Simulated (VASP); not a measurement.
LiZnF3: elastic constants with PBE

LiZnF3:

```xyz
5
Lattice="3.6360 0.0000 0.0000 0.0000 3.6360 0.0000 0.0000 0.0000 3.6360" Properties=species:S:1:pos:R:3 pbc="T T T"
Li    1.8180    1.8180    1.8180
Zn    0.0000    0.0000    0.0000
F     0.0000    1.8180    1.8180
F     1.8180    1.8180    0.0000
F     1.8180    0.0000    1.8180
```

```
Program                   : VASP 6.6.1
Task                      : elastic constants
Functional                : PBE
Potentials or basis       : VASP PAW PBE potentials, release 64 (Li_sv, Zn, F)
Cutoff                    : 600 eV
k mesh                    : 8 × 8 × 8
Occupations               : gaussian, width 0.01 eV
Spin                      : no spin polarisation
Dipole correction         : no
Ions in elastic constants : relaxed
Further INCAR settings    : ALGO = Normal; EDIFF = 1e-08; IBRION = 6; POTIM = 0.015; NSW = 1; ISIF = 3
```

The elastic constants C11, C12, C44 are 177, 43, 24 GPa, the voigt bulk modulus is 88 GPa and the highest phonon frequency at Γ, LO-TO splitting left out is 656 cm⁻¹. The most unstable mode is 192i cm⁻¹.

Phonon frequencies in cm⁻¹ (negative: imaginary):
```csv
q point,frequencies
"(0.000, 0.000, 0.000)",-192 -192 -192 -178 -178 -178 -2 -2 -2 356 356 356 656 656 656
```

Elastic tensor in Voigt notation (GPa, in the Cartesian axes of the cell as first typed):
```
177  43  43   0   0   0
 43 177  43   0   0   0
 43  43 177   0   0   0
  0   0   0  24   0   0
  0   0   0   0  24   0
  0   0   0   0   0  24
```

Clamped-ion elastic tensor (GPa):
```
177  43  43   0   0   0
 43 177  43   0   0   0
 43  43 177   0   0   0
  0   0   0  24   0   0
  0   0   0   0  24   0
  0   0   0   0   0  24
```

Wall time 12 min on 1 thread of Intel(R) Xeon(R) 6975P-C (Granite Rapids) (shared host), peak memory 0.44 GiB.

Caveat: the cutoff is under 1.25 times the usual one of these potentials, so pressure, stress and relaxed cells hold a basis-set (Pulay) error; some modes are imaginary.
